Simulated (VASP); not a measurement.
Runs of VASP 6.6.1 on Ta. It takes space group Im-3m (No. 229, cubic). The conventional cell has a = 3.303 Å, b = 3.303 Å, c = 3.303 Å, α = 90.00°, β = 90.00°, γ = 90.00°. Within 3.8 Å of Ta (site symmetry m-3m) lie 14 Ta at 2.86 to 3.30 Å. 

| k mesh | gap on the mesh (eV) | pressure (GPa) |
| --- | --- | --- |
| 4 × 4 × 4 | none | (a) |
| 9 × 9 × 9 | none | 3.2 |
| 6 × 6 × 6 | none | 6.6 |
| 5 × 5 × 5 | none | (b) |
| 7 × 7 × 7 | none | 3.9 |

Alike in all rows: task single point; level PBE; potentials or basis VASP PAW PBE potentials, release 64 (Ta_pv); no spin polarisation; cell as given; cutoff (eV) 520; smearing methfessel-paxton 0.05 eV.

Q: Fill in the values left out.

A: (a) 3.3; (b) 7.0.

Caveats: some runs use coarse meshes; spin-orbit coupling is left out, which moves the levels of the heavy elements.

A k mesh can miss the band edges, and the runs leave out spin-orbit coupling on Ta.

A gap of «none» marks levels without a gap at the run's occupations.
